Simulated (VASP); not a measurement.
# SrCl2 in VASP: further runs

SrCl2 is run at these levels: r2SCAN; tasks: single point.

Program: VASP 6.6.1. These are calculated values, not measurements. Logs are shortened: lines on timing, memory, paths and dates and some standing lists are left out, and cuts for length are marked.

### 1 The cell of the first run

It takes space group P-3m1 (No. 164, trigonal). The conventional cell has a = 4.407 Å, b = 4.407 Å, c = 5.772 Å, α = 90.00°, β = 90.00°, γ = 120.00°. Within 3.8 Å of Sr (site symmetry -3m) lie 6 Cl at 2.91 Å. Cl (site symmetry 3m) has 3 Sr at 2.91 Å and 3 Cl at 3.79 Å within 3.8 Å.

### 2 Single point, r2SCAN (uniaxial z strain +3.1%)

Input file POSCAR:

```
SrCl2
1.0
    4.4072489055      0.0000000000      0.0000000000
   -2.2036244528      3.8167895130      0.0000000000
    0.0000000000      0.0000000000      5.7717814611
Sr Cl
1 2
Direct
    0.0000000000      0.0000000000      0.0000000000
    0.3333333333      0.6666666667      0.2428889105
    0.6666666667      0.3333333333      0.7571110895
```

Input file INCAR.step1:

```
PREC = Accurate
ENCUT = 520
ISMEAR = 0
SIGMA = 0.01
LREAL = False
LASPH = True
NELM = 60
NBANDS = 19
GGA = PE
ALGO = Normal
EDIFF = 1E-4
LWAVE = True
LCHARG = False
```

Input file INCAR.step2:

```
PREC = Accurate
ENCUT = 520
EDIFF = 1E-6
ISMEAR = 0
SIGMA = 0.01
LREAL = False
LASPH = True
NELM = 60
ALGO = Normal
ISIF = 2
LWAVE = False
LCHARG = True
METAGGA = R2SCAN
LMIXTAU = True
LELF = True
LVHAR = True
NBANDS = 19
ISTART = 1
```

Input file KPOINTS:

```
Automatic mesh
0
Gamma
  6 6 6
```

Potentials or basis: VASP PAW PBE potentials, release 64 (Sr_sv, Cl).

The run is started by

```
> cat potpaw_PBE.64/Sr_sv/POTCAR potpaw_PBE.64/Cl/POTCAR > POTCAR
> cp INCAR.step1 INCAR
> mpirun -np 1 vasp_std > vasp.out
> cp INCAR.step2 INCAR
> mpirun -np 1 vasp_std > vasp.out
```

OUTCAR:

```text
PREC = Accurate
   ENCUT = 520
   EDIFF = 1E-6
   ISMEAR = 0
   LREAL = False
   LASPH = True
   NELM = 60
   ISIF = 2
   METAGGA = R2SCAN
   ISTART = 1

 ion  position               nearest neighbor table
   1  0.000  0.000  0.000-   2 2.91   3 2.91   3 2.91   2 2.91   3 2.91   2 2.91
   2  0.333  0.667  0.243-   1 2.91   1 2.91   1 2.91
   3  0.667  0.333  0.757-   1 2.91   1 2.91   1 2.91

  LATTYP: Found a hexagonal cell.
 ALAT       =     4.4072489055
 C/A-ratio  =     1.3096109580

  Lattice vectors:

 A1 = (   4.4072489055,   0.0000000000,   0.0000000000)
 A2 = (  -2.2036244528,   3.8167895130,   0.0000000000)
 A3 = (   0.0000000000,   0.0000000000,   5.7717814611)

Analysis of symmetry for initial positions (statically):
=====================================================================
 Subroutine PRICEL returns:
 Original cell was already a primitive cell.

 Routine SETGRP: Setting up the symmetry group for a
 hexagonal supercell.

 Subroutine GETGRP returns: Found 12 space group operations
 (whereof 12 operations were pure point group operations)
 out of a pool of 24 trial point group operations.

The static configuration has the point symmetry D_3d.

Analysis of symmetry for dynamics (positions and initial velocities):
=====================================================================
 Subroutine PRICEL returns:
 Original cell was already a primitive cell.

 Routine SETGRP: Setting up the symmetry group for a
 hexagonal supercell.

 Subroutine GETGRP returns: Found 12 space group operations
 (whereof 12 operations were pure point group operations)
 out of a pool of 24 trial point group operations.

The dynamic configuration has the point symmetry D_3d.

 Subroutine INISYM returns: Found 12 space group operations
 (whereof 12 operations are pure point group operations),
 and found     1 'primitive' translations

----------------------------------------------------------------------------------------

                                     Primitive cell

  volume of cell :      97.0903

[... 83 lines left out ...]
   ICHARG =      0    charge: 1-file 2-atom 10-const
   ISPIN  =      1    spin polarized calculation?
   LNONCOLLINEAR =      F non collinear calculations
   LSORBIT =      F    spin-orbit coupling
   LASPH  =      T    aspherical Exc in radial PAW
   ENCUT  =  520.0 eV  38.22 Ry    6.18 a.u.   8.19  8.19 10.73*2*pi/ulx,y,z
   NELM   =     60;   NELMIN=  2; NELMDL=  0     # of ELM steps
   EDIFF  = 0.1E-05   stopping-criterion for ELM
   LREAL  =      F    real-space projection
   EDIFFG = 0.1E-04   stopping-criterion for IOM
   NSW    =      0    number of steps for IOM
   IBRION =     -1    ionic relax: 0-MD 1-quasi-New 2-CG
   NFREE  =      0    steps in history (QN), initial steepest desc. (CG)
   ISIF   =      2    stress and relaxation
   ISYM   =      2    0-nonsym 1-usesym 2-fastsym
   POTIM  = 0.5000    time-step for ionic-motion
   TEBEG  =    0.0;   TEEND  =   0.0 temperature during run
   PSTRESS=    0.0 pullay stress
   NELECT =      24.0000    total number of electrons
   NUPDOWN=      -1.0000    fix difference up-down
   EMIN   =  10.00;   EMAX   =-10.00  energy-range for DOS
   EFERMI =   0.00;   METHOD = LEGACY
   ISMEAR =     0;   SIGMA  =   0.01  broadening in eV -4-tet -1-fermi 0-gaus
   EFERMI_NEDOS =   21; number of points for ismear=-14 and -15
   IALGO  =     38    algorithm
   IMIX   =      4    mixing-type and parameters
     AMIX     =   0.40;   BMIX     =  1.00
     AMIX_MAG =   1.60;   BMIX_MAG =  1.00
  volume/ion in A,a.u.               =      32.36       218.40
  Fermi-wavevector in a.u.,A,eV,Ry     =   1.027433  1.941566 14.362552  1.055618
  Thomas-Fermi vector in A             =   2.161377
   LORBIT       =      0    0 simple, 1 ext, 2 COOP (PROOUT), +10 PAW based schemes
   METAGGA = R2SCAN    functional components
   LHFCALC =     F    Hartree Fock is set to
   AEXX    =    0.0000 exact exchange contribution
   IVDW    =     0    specifies the selected vdW correction
   LEPSILON=     F    determine dielectric tensor
   LRPA    =     F    only Hartree local field effects (RPA)
 non-spin polarized calculation
 Gauss-broadening in eV      SIGMA  =   0.01
  energy-cutoff  :      520.00
  volume of cell :       97.09
 maximum number of plane-waves:      2638
 NGX is ok and might be reduce to    36
   NGX = 17   NGY = 17   NGZ = 21

 number of electron      24.0000002 magnetization

 Free energy of the ion-electron system (eV)
  ---------------------------------------------------
  ext. energy  EPLUGINS =         0.00000000
  ---------------------------------------------------
  free energy    TOTEN  =       -35.44103705 eV

  energy without entropy =      -35.44103705  energy(sigma->0) =      -35.44103705

 E-fermi :  -1.2970     XC(G=0):  -8.0737

 val. band max:       -1.4015717932   @ k =   0.0000   0.0000   0.0000
 cond. band min:       4.4431478169   @ k =   0.0000   0.0000   0.0000
 fundamental gap:      5.8447196101
 Fermi energy:        -1.2970412841

 k-point     1 :       0.0000    0.0000    0.0000
  band No.  band energies     occupation
      1     -35.0804      2.00000
      2     -16.7517      2.00000
      3     -16.4290      2.00000
      4     -16.4290      2.00000
      5     -14.8069      2.00000
      6     -14.1103      2.00000
[... 505 lines left out ...]
      6     -14.3152      2.00000
[... 11 lines left out ...]
     18       8.1919      0.00000
     19       8.9006      0.00000

 [... further k-points ...]

------------------------ aborting loop because EDIFF is reached ----------------------------------------

  FORCE on cell =-STRESS in cart. coord.  units (eV):
  Direction    XX          YY          ZZ          XY          YZ          ZX
  --------------------------------------------------------------------------------------
  -------------------------------------------------------------------------------------
  Total        0.2448695      0.2448695      0.1474368     -0.0000000      0.0000000     -0.0000000
  in kB        4.0408204      4.0408204      2.4329935     -0.0000000      0.0000000     -0.0000000
  external PRESSURE =       3.5048781 kB  Pullay stress =       0.0000000 kB

 VOLUME and BASIS-vectors are now :
 -----------------------------------------------------------------------------
  energy-cutoff  :      520.00
  volume of cell :       97.09
      direct lattice vectors                 reciprocal lattice vectors
     4.407248906  0.000000000  0.000000000     0.226898916  0.131000150  0.000000000
    -2.203624453  3.816789513  0.000000000     0.000000000  0.262000301  0.000000000
     0.000000000  0.000000000  5.771781461     0.000000000  0.000000000  0.173256733

 POSITION                                       TOTAL-FORCE (eV/Angst)
 -----------------------------------------------------------------------------------
      0.00000      0.00000      0.00000        -0.000000      0.000000      0.000000
     -0.00000      2.54453      1.40190         0.000000      0.000000      0.010307
      2.20362      1.27226      4.36988        -0.000000     -0.000000     -0.010307
 -----------------------------------------------------------------------------------
    total drift:                               -0.000000     -0.000000      0.000000

  FREE ENERGIE OF THE ION-ELECTRON SYSTEM (eV)
  ---------------------------------------------------
  free  energy   TOTEN  =       -35.4410370466 eV

  energy  without entropy=      -35.4410370466  energy(sigma->0) =      -35.44103705
```

OUTCAR.step1:

```text
PREC = Accurate
   ENCUT = 520
   ISMEAR = 0
   LREAL = False
   LASPH = True
[... 754 lines left out ...]
      0.00000      0.00000      0.00000        -0.000000      0.000000      0.000000
     -0.00000      2.54453      1.40190         0.000000     -0.000000      0.024530
      2.20362      1.27226      4.36988         0.000000      0.000000     -0.024530
 -----------------------------------------------------------------------------------
    total drift:                               -0.000000     -0.000000      0.000000

  FREE ENERGIE OF THE ION-ELECTRON SYSTEM (eV)
  ---------------------------------------------------
  free  energy   TOTEN  =       -12.6184739343 eV

  energy  without entropy=      -12.6184739343  energy(sigma->0) =      -12.61847393
```

Wall time 96 s (1 thread of Intel Xeon 6975P-C (Granite Rapids), shared host); peak memory 0.28 GiB.

Results:

- Free energy: -35.4410 eV
- Pressure: 0.4 GPa
- Largest force: 0.010 eV/Å
- Band gap on the k mesh: 5.84 eV, direct

Forces on the atoms (eV/Å):
```
Sr   0.000  0.000  0.000
Cl   0.000  0.000  0.010
Cl   0.000  0.000 -0.010
```

Levels at points of the mesh, in eV from the valence-band top:
```tsv
k point	band 9	band 10	band 11	band 12	band 13	band 14	band 15	band 16
(0.00, 0.00, 0.00)	-1.36	-0.43	-0.43	0.00	5.84	7.34	7.34	8.11
(0.50, 0.00, 0.00)	-0.97	-0.91	-0.86	-0.73	6.11	7.66	8.72	8.87
(0.00, 0.00, 0.50)	-1.25	-0.84	-0.56	-0.56	7.13	7.13	7.25	7.75
(0.50, 0.00, 0.50)	-1.14	-0.74	-0.55	-0.29	6.70	8.24	8.39	8.78
```

Caveat: the cell differs from its parent crystal (uniaxial z strain +3.1%); the PAW data sets were made with another functional, which shifts forces and pressure a little. A k mesh can miss the band edges.

(Part 1 of 2 ends here.)
